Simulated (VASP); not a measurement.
# C (Fd-3m) in VASP: single point with LDA

Aim: the single point of C with LDA.

All numbers are computed with VASP 6.6.1; they aren't measurements. Logs are shortened: lines on timing, memory, paths and dates and some standing lists are left out, and cuts for length are marked.

## Step 1: The cell of the first run

Symmetry: Fd-3m, No. 227, cubic system. The conventional cell has a = 3.532 Å, b = 3.532 Å, c = 3.532 Å, α = 90.00°, β = 90.00°, γ = 90.00°. Within 2.0 Å of C (site symmetry -43m) lie 4 C at 1.53 Å.

## Step 2: Single point, LDA

INCAR reads:

```
SYSTEM = C
PREC     = Accurate       ! precision mode
ENCUT    = 600            ! plane-wave cutoff, eV
EDIFF    = 1E-6           ! SCF threshold, eV
ISMEAR   = 0              ! smearing method
SIGMA    = 0.1            ! smearing width, eV
LREAL    = .FALSE.        ! projectors in reciprocal space
LASPH    = .TRUE.         ! aspherical terms in the spheres
NELM     = 120            ! most SCF steps
ALGO     = Normal         ! electronic algorithm
ISIF     = 2              ! what is computed and relaxed
LWAVE    = .FALSE.        ! write WAVECAR
LCHARG   = .FALSE.        ! write CHGCAR
NBANDS   = 11             ! bands
GGA_COMPAT= .FALSE.
```

KPOINTS reads:

```
regular mesh
0
G
  10 10 10
  0 0 0
```

POSCAR reads:

```
C
1.0
    0.0000000000      1.7657957124      1.7657957124
    1.7657957124      0.0000000000      1.7657957124
    1.7657957124      1.7657957124      0.0000000000
C
2
Direct
    0.0000000000      0.0000000000      0.0000000000
    0.2500000000      0.2500000000      0.2500000000
```

Potentials or basis: VASP PAW LDA potentials, release 64 (C).

The run is started by

```console
> cat potpaw_LDA.64/C/POTCAR > POTCAR
> mpirun -np 1 vasp_std > vasp.out
```

OUTCAR:

```text
SYSTEM = C
   PREC = Accurate
   ENCUT = 600
   EDIFF = 1E-6
   ISMEAR = 0
   LREAL = .FALSE.
   LASPH = .TRUE.
   NELM = 120
   ISIF = 2

 ion  position               nearest neighbor table
   1  0.000  0.000  0.000-   2 1.53   2 1.53   2 1.53   2 1.53
   2  0.250  0.250  0.250-   1 1.53   1 1.53   1 1.53   1 1.53

  LATTYP: Found a face centered cubic cell.
 ALAT       =     3.5315914248

  Lattice vectors:

 A1 = (   0.0000000000,   1.7657957124,   1.7657957124)
 A2 = (   1.7657957124,   0.0000000000,   1.7657957124)
 A3 = (   1.7657957124,   1.7657957124,   0.0000000000)

Analysis of symmetry for initial positions (statically):
=====================================================================
 Subroutine PRICEL returns:
 Original cell was already a primitive cell.

 Routine SETGRP: Setting up the symmetry group for a
 face centered cubic supercell.

 Subroutine GETGRP returns: Found 48 space group operations
 (whereof 24 operations were pure point group operations)
 out of a pool of 48 trial point group operations.

The static configuration has the point symmetry T_d .
 The point group associated with its full space group is O_h .

Analysis of symmetry for dynamics (positions and initial velocities):
=====================================================================
 Subroutine PRICEL returns:
 Original cell was already a primitive cell.

 Routine SETGRP: Setting up the symmetry group for a
 face centered cubic supercell.

 Subroutine GETGRP returns: Found 48 space group operations
 (whereof 24 operations were pure point group operations)
 out of a pool of 48 trial point group operations.

The dynamic configuration has the point symmetry T_d .
 The point group associated with its full space group is O_h .

 Subroutine INISYM returns: Found 48 space group operations
 (whereof 24 operations are pure point group operations),
 and found     1 'primitive' translations

----------------------------------------------------------------------------------------

                                     Primitive cell

  volume of cell :      11.0116

  direct lattice vectors                    reciprocal lattice vectors
     0.000000000  1.765795712  1.765795712    -0.283158463  0.283158463  0.283158463
     1.765795712  0.000000000  1.765795712     0.283158463 -0.283158463  0.283158463
     1.765795712  1.765795712  0.000000000     0.283158463  0.283158463 -0.283158463

  length of vectors
     2.497212245  2.497212245  2.497212245     0.490444845  0.490444845  0.490444845

  position of ions in fractional coordinates (direct lattice)
     0.000000000  0.000000000  0.000000000
     0.250000000  0.250000000  0.250000000

  ion indices of the primitive-cell ions
   primitive index   ion index
                 1           1
                 2           2

----------------------------------------------------------------------------------------

 KPOINTS: regular mesh

Automatic generation of k-mesh.
 Grid dimensions read from file:
 generate k-points for:   10   10   10

 Generating k-lattice:

  Cartesian coordinates                     Fractional coordinates (reciprocal lattice)
    -0.028315846  0.028315846  0.028315846     0.100000000  0.000000000  0.000000000
     0.028315846 -0.028315846  0.028315846     0.000000000  0.100000000  0.000000000
     0.028315846  0.028315846 -0.028315846     0.000000000  0.000000000  0.100000000

  Length of vectors
     0.049044484  0.049044484  0.049044484

  Shift w.r.t. Gamma in fractional coordinates (k-lattice)
     0.000000000  0.000000000  0.000000000

 Subroutine IBZKPT returns following result:
 ===========================================

 Found     47 irreducible k-points:

 Following reciprocal coordinates:
            Coordinates               Weight
  0.000000  0.000000  0.000000      1.000000
  0.100000  0.000000  0.000000      8.000000
  0.200000  0.000000  0.000000      8.000000
  0.300000  0.000000  0.000000      8.000000
  0.400000  0.000000  0.000000      8.000000
  0.500000  0.000000  0.000000      4.000000
[... 16 lines left out ...]
  0.300000  0.300000  0.000000      6.000000
  0.400000  0.300000  0.000000     24.000000
 [... further k-points ...]
   k-points           NKPTS =     47   k-points in BZ     NKDIM =     47   number of bands    NBANDS=     11
   number of dos      NEDOS =    301   number of ions     NIONS =      2
   total plane-waves  NPLWV =   8000
   dimension x,y,z NGX =    20 NGY =   20 NGZ =   20
   dimension x,y,z NGXF=    40 NGYF=   40 NGZF=   40
   ions per type =               2
   NGX,Y,Z   is equivalent  to a cutoff of  13.31, 13.31, 13.31 a.u.
   NGXF,Y,Z  is equivalent  to a cutoff of  26.63, 26.63, 26.63 a.u.
 SYSTEM =  C
   PREC   = accura    normal or accurate (medium, high low for compatibility)
   ISTART =      0    job   : 0-new  1-cont  2-samecut
   ICHARG =      2    charge: 1-file 2-atom 10-const
   ISPIN  =      1    spin polarized calculation?
   LNONCOLLINEAR =      F non collinear calculations
   LSORBIT =      F    spin-orbit coupling
   LASPH  =      T    aspherical Exc in radial PAW
   ENCUT  =  600.0 eV  44.10 Ry    6.64 a.u.   4.99  4.99  4.99*2*pi/ulx,y,z
   NELM   =    120;   NELMIN=  2; NELMDL= -5     # of ELM steps
   EDIFF  = 0.1E-05   stopping-criterion for ELM
   LREAL  =      F    real-space projection
   EDIFFG = 0.1E-04   stopping-criterion for IOM
   NSW    =      0    number of steps for IOM
   IBRION =     -1    ionic relax: 0-MD 1-quasi-New 2-CG
   NFREE  =      0    steps in history (QN), initial steepest desc. (CG)
   ISIF   =      2    stress and relaxation
   ISYM   =      2    0-nonsym 1-usesym 2-fastsym
   POTIM  = 0.5000    time-step for ionic-motion
   TEBEG  =    0.0;   TEEND  =   0.0 temperature during run
   PSTRESS=    0.0 pullay stress
   NELECT =       8.0000    total number of electrons
   NUPDOWN=      -1.0000    fix difference up-down
   EMIN   =  10.00;   EMAX   =-10.00  energy-range for DOS
   EFERMI =   0.00;   METHOD = LEGACY
   ISMEAR =     0;   SIGMA  =   0.10  broadening in eV -4-tet -1-fermi 0-gaus
   EFERMI_NEDOS =   21; number of points for ismear=-14 and -15
   IALGO  =     38    algorithm
   IMIX   =      4    mixing-type and parameters
     AMIX     =   0.40;   BMIX     =  1.00
     AMIX_MAG =   1.60;   BMIX_MAG =  1.00
  volume/ion in A,a.u.               =       5.51        37.16
  Fermi-wavevector in a.u.,A,eV,Ry     =   1.471706  2.781121 29.469108  2.165918
  Thomas-Fermi vector in A             =   2.586809
   LORBIT       =      0    0 simple, 1 ext, 2 COOP (PROOUT), +10 PAW based schemes
   GGA     = CA    functional components
   LHFCALC =     F    Hartree Fock is set to
   AEXX    =    0.0000 exact exchange contribution
   IVDW    =     0    specifies the selected vdW correction
   LEPSILON=     F    determine dielectric tensor
   LRPA    =     F    only Hartree local field effects (RPA)
 non-spin polarized calculation
 Gauss-broadening in eV      SIGMA  =   0.10
  energy-cutoff  :      600.00
  volume of cell :       11.01
 maximum number of plane-waves:       377
   NGX =  9   NGY =  9   NGZ =  9

 number of electron       7.9999998 magnetization

 Free energy of the ion-electron system (eV)
  ---------------------------------------------------
  ext. energy  EPLUGINS =         0.00000000
  ---------------------------------------------------
  free energy    TOTEN  =       -20.25194190 eV

  energy without entropy =      -20.25194190  energy(sigma->0) =      -20.25194190

 E-fermi :  10.7470     XC(G=0): -13.6438

 val. band max:       10.1615189644   @ k =   0.0000   0.0000   0.0000
 cond. band min:      14.3657449001   @ k =   0.4000   0.4000   0.0000
 fundamental gap:      4.2042259356
 Fermi energy:        10.7469935013

 k-point     1 :       0.0000    0.0000    0.0000
  band No.  band energies     occupation
      1     -11.5562      2.00000
      2      10.1615      2.00000
      3      10.1615      2.00000
      4      10.1615      2.00000
      5      15.7881      0.00000
      6      15.7881      0.00000
      7      15.7881      0.00000
      8      24.4021      0.00000
      9      29.5602      0.00000
     10      37.1278      0.00000
     11      37.1278      0.00000

 k-point     2 :       0.1000    0.0000    0.0000
  band No.  band energies     occupation
      1     -11.2743      2.00000
      2       8.4650      2.00000
      3       9.7015      2.00000
      4       9.7015      2.00000
      5      16.3903      0.00000
      6      16.3903      0.00000
      7      16.7865      0.00000
      8      24.5566      0.00000
      9      29.9932      0.00000
     10      34.3848      0.00000
     11      34.3848      0.00000

 k-point     3 :       0.2000    0.0000    0.0000
  band No.  band energies     occupation
      1     -10.4325      2.00000
      2       5.2203      2.00000
      3       8.8030      2.00000
      4       8.8030      2.00000
      5      17.5427      0.00000
      6      17.5427      0.00000
      7      18.1377      0.00000
      8      24.9759      0.00000
      9      30.7431      0.00000
     10      32.8263      0.00000
     11      32.8263      0.00000
[... 267 lines left out ...]
 k-point    23 :       0.3000    0.3000    0.0000
  band No.  band energies     occupation
      1      -8.2197      2.00000
      2       4.1502      2.00000
      3       5.1373      2.00000
      4       5.1373      2.00000
      5      14.4435      0.00000
      6      18.8914      0.00000
      7      23.4526      0.00000
      8      23.4526      0.00000
      9      31.5103      0.00000
     10      33.0732      0.00000
     11      41.4248      0.00000

 k-point    24 :       0.4000    0.3000    0.0000
  band No.  band energies     occupation
      1      -6.8719      2.00000
      2       2.1342      2.00000
      3       4.0224      2.00000
      4       4.6554      2.00000
      5      15.0018      0.00000
      6      18.2103      0.00000
      7      24.4537      0.00000
      8      24.5611      0.00000
      9      32.3162      0.00000
     10      33.1511      0.00000
     11      41.3055      0.00000

 [... further k-points ...]

------------------------ aborting loop because EDIFF is reached ----------------------------------------

  FORCE on cell =-STRESS in cart. coord.  units (eV):
  Direction    XX          YY          ZZ          XY          YZ          ZX
  --------------------------------------------------------------------------------------
  -------------------------------------------------------------------------------------
  Total        0.0614737      0.0614737      0.0614737      0.0000000      0.0000000      0.0000000
  in kB        8.9443497      8.9443497      8.9443497      0.0000000      0.0000000      0.0000000
  external PRESSURE =       8.9443497 kB  Pullay stress =       0.0000000 kB

 VOLUME and BASIS-vectors are now :
 -----------------------------------------------------------------------------
  energy-cutoff  :      600.00
  volume of cell :       11.01
      direct lattice vectors                 reciprocal lattice vectors
     0.000000000  1.765795712  1.765795712    -0.283158463  0.283158463  0.283158463
     1.765795712  0.000000000  1.765795712     0.283158463 -0.283158463  0.283158463
     1.765795712  1.765795712  0.000000000     0.283158463  0.283158463 -0.283158463

 POSITION                                       TOTAL-FORCE (eV/Angst)
 -----------------------------------------------------------------------------------
      0.00000      0.00000      0.00000         0.000000      0.000000      0.000000
      0.88290      0.88290      0.88290        -0.000000     -0.000000     -0.000000
 -----------------------------------------------------------------------------------
    total drift:                                0.000000      0.000000      0.000000

  FREE ENERGIE OF THE ION-ELECTRON SYSTEM (eV)
  ---------------------------------------------------
  free  energy   TOTEN  =       -20.2519418980 eV

  energy  without entropy=      -20.2519418980  energy(sigma->0) =      -20.25194190
```

Wall time 10 s (1 thread of Intel Xeon 8259CL, shared host); peak memory 0.11 GiB.

Results:

```
Free energy            : -20.2519 eV
Pressure               : 0.9 GPa
Band gap on the k mesh : 4.20 eV, indirect (least direct gap 5.63 eV)
```

Levels at points of the mesh, in eV from the valence-band top:
```csv
k point,band 1,band 2,band 3,band 4,band 5,band 6,band 7,band 8,band 9
"(0.00, 0.00, 0.00)",-21.72,0.00,0.00,0.00,5.63,5.63,5.63,14.24,19.40
"(0.50, 0.00, 0.00)",-15.70,-13.69,-2.87,-2.87,8.51,8.51,9.42,15.67,21.95
"(0.50, 0.50, 0.00)",-12.82,-12.82,-6.47,-6.47,4.77,4.77,17.08,17.08,23.48
```

A k mesh can miss the band edges. LDA gaps usually lie below the measured ones, often by a third to a half.
